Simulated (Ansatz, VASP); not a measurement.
## One calculation of Cr, two programs

Contents of INCAR:

```
PREC = Accurate ; ENCUT = 520
EDIFF = 1E-6 ; ISMEAR = 1
SIGMA = 0.6 ; LREAL = False
LASPH = True ; NELM = 100
ALGO = Normal ; ISIF = 2
LWAVE = False ; LCHARG = False
NBANDS = 12
```

The input KPOINTS:

```
Automatic mesh
0
Gamma
  16 16 16
```

Contents of POSCAR:

```
Cr
1.0
   -1.3942485114      1.3942485114      1.3942485114
    1.3942485114     -1.3942485114      1.3942485114
    1.3942485114      1.3942485114     -1.3942485114
Cr
1
Direct
    0.0000000000      0.0000000000      0.0000000000
```

Input for Ansatz:

```yaml
crystal:
  lattice:
    - [-1.3942485114, 1.3942485114, 1.3942485114]
    - [1.3942485114, -1.3942485114, 1.3942485114]
    - [1.3942485114, 1.3942485114, -1.3942485114]
  atoms:
    - { symbol: Cr, position: [0.0, 0.0, 0.0] }
hamiltonian:
  xc: lda
  pseudopotentials:
    kind: paw
    azcp:
      Cr: "pseudopotentials/Cr.paw.azcp"
basis:
  ecutwfc: 420
  fft_grid_basis: typed
kpoints:
  mp_grid: { grid: [16, 16, 16], shift: [0, 0, 0] }
magnetization:
  spin_polarized: false
scf:
  occupations: { method: methfessel_paxton, width: 0.6 }
  lower_state_search: "off"
output:
  stress: true
```

Alike in both runs: task single point; functional LDA; k mesh 16 × 16 × 16; occupations methfessel-paxton of order 1, width 0.6 eV; no spin polarisation.

```csv
,VASP,Ansatz
version,VASP 6.6.1,Ansatz 0.2.0
potentials or method,"VASP PAW LDA potentials, release 64 (Cr_pv), cutoff 520 eV","plane waves (420 eV) with PAW, scalar-relativistic"
valence electrons in the cell,12,14
```

```csv
,VASP,Ansatz,Ansatz less VASP
pressure (GPa),-0.4,-0.5,-0.09
```

Ansatz warns that its potentials were made for another functional, while VASP's fit it. LDA's correlation is that of Perdew and Zunger in VASP and of Perdew and Wang (1992) in Ansatz. VASP's potentials hold 12 valence electrons a cell and Ansatz's 14, so a difference there can come from the potentials and not from the codes.
